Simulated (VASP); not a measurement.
Here is a VASP 6.6.1 calculation.

File POSCAR:

```
La
1.0
    3.7500020507      0.0000000000      0.0000000000
   -1.8750010253      3.2475970401      0.0000000000
    0.0000000000      0.0000000000      6.0700000000
La
2
Direct
    0.3333333333      0.6666666667      0.2500000000
    0.6666666667      0.3333333333      0.7500000000
```

INCAR.step1

```
SYSTEM = La
  PREC = Accurate
  ENCUT = 520
  ISMEAR = -1
  SIGMA = 0.08
  LREAL = .FALSE.
  LASPH = .TRUE.
  NELM = 100
  NBANDS = 18
  GGA = PE
  ALGO = Normal
  EDIFF = 1E-4
  LWAVE = .TRUE.
  LCHARG = .FALSE.
```

File INCAR.step2:

```
SYSTEM = La
  PREC = Accurate
  ENCUT = 520
  EDIFF = 1E-8
  ISMEAR = -1
  SIGMA = 0.08
  LREAL = .FALSE.
  LASPH = .TRUE.
  NELM = 100
  ALGO = Normal
  ISIF = 2
  LWAVE = .FALSE.
  LCHARG = .FALSE.
  METAGGA = R2SCAN
  LMIXTAU = .TRUE.
  LEFG = .TRUE.
  NBANDS = 18
  ISTART = 1
```

KPOINTS

```
regular mesh
0
G
  11 11 6
  0 0 0
```

Potentials or basis: VASP PAW PBE potentials, release 64 (La).

Command:

```console
$ cat potpaw_PBE.64/La/POTCAR > POTCAR
$ cp INCAR.step1 INCAR
$ mpirun -np 1 vasp_std > vasp.out
$ cp INCAR.step2 INCAR
$ mpirun -np 1 vasp_std > vasp.out
```

What does it give for the pressure?

0.7 GPa.

Estimate the band gap on the k mesh.

zero (band 11 reaches 9.32 eV, above the bottom of band 12 at 7.65 eV).

Stress tensor (GPa, compression positive):
```
0.96 0.00 0.00
0.00 0.96 0.00
0.00 0.00 0.24
```

Caveat: without QUAD_EFG the Cq values of the log hold for a quadrupole moment of 1 mb, not for the nuclei; the PAW data sets were made with another functional, which shifts forces and pressure a little; spin-orbit coupling is left out, which moves the levels of the heavy elements.
